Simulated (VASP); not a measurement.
Here is a VASP 6.6.1 calculation.

The input INCAR:

```
SYSTEM = BiTe
  ALGO = Normal
  EDIFF = 1E-6
  ENCUT = 520
  GGA = PS
  ISIF = 2
  ISMEAR = 0
  LASPH = .TRUE.
  LCHARG = .FALSE.
  LREAL = .FALSE.
  LWAVE = .FALSE.
  NBANDS = 18
  NELM = 100
  PREC = Accurate
  SIGMA = 0.15
```

Contents of KPOINTS:

```
k-points
0
G
  12 12 12
  0 0 0
```

File POSCAR:

```
BiTe
1.0
    2.4953890060      1.4407135143      3.2675325752
   -2.4953890060      1.4407135143      3.2675325752
    0.0000000000     -2.8814270287      3.2675325752
Bi Te
1 1
Direct
    0.5000000000      0.5000000000      0.5000000000
    0.0000000000      0.0000000000      0.0000000000
```

Potentials or basis: VASP PAW PBE potentials, release 64 (Bi_d, Te).

Launch:

```bash
$ cat potpaw_PBE.64/Bi_d/POTCAR potpaw_PBE.64/Te/POTCAR > POTCAR
$ mpirun -np 1 vasp_std > vasp.out
```

Question: What does it give for the band gap on the k mesh?

Answer: Zero (an odd number of electrons rules out a gap without spin polarisation).

Question: Estimate the pressure.

Answer: -4.6 GPa.

Stress tensor (GPa, compression positive):
```
-5.27  0.00  0.00
 0.00 -5.27  0.00
 0.00  0.00 -3.38
```

Caveat: the cell differs from its parent crystal (strain +0.030 along x and y, -0.015 along z); the cell stands under tension; the PAW data sets were made with another functional, which shifts forces and pressure a little; spin-orbit coupling is left out, which moves the levels of the heavy elements.
